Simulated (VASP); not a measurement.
Runs of VASP 6.6.1 on Sn. The structure is that of space group P6_3/mmc (No. 194), or close to it. The cells are those of the table. 

```csv
task,cell,k mesh for the DOS,occupations for the DOS,gap on the mesh (eV),pressure (GPa)
single point,"a = 2.873, b = 2.873, c = 4.655 Å, angles 90.0, 90.0, 120.0°, 2 atoms",-,-,none,81.8
single point,"a = 3.433, b = 3.433, c = 5.432 Å, angles 90.0, 90.0, 120.0°, 2 atoms",-,-,none,0.0
single point,"a = 3.171, b = 3.171, c = 5.095 Å, angles 90.0, 90.0, 120.0°, 2 atoms",-,-,none,17.9
single point,"a = 2.511, b = 2.511, c = 4.062 Å, angles 90.0, 90.0, 120.0°, 2 atoms",-,-,none,(b)
single point,"a = 2.707, b = 2.707, c = 4.369 Å, angles 90.0, 90.0, 120.0°, 2 atoms",-,-,none,173.3
single point,"a = 3.309, b = 3.309, c = 5.264 Å, angles 90.0, 90.0, 120.0°, 2 atoms",-,-,none,(a)
```

Alike in all rows: level PBE; potentials or basis VASP PAW PBE potentials, release 64 (Sn_d); no spin polarisation; k mesh 13 × 13 × 7; cutoff (eV) 520; smearing fermi-dirac 0.05 eV.

Question: Fill in the values left out.

Answer: (a) 6.4; (b) 394.1.

Caveats: spin-orbit coupling is left out, which moves the levels of the heavy elements.

A k mesh can miss the band edges, and the runs leave out spin-orbit coupling on Sn.

A gap of «none» marks levels without a gap at the run's occupations.
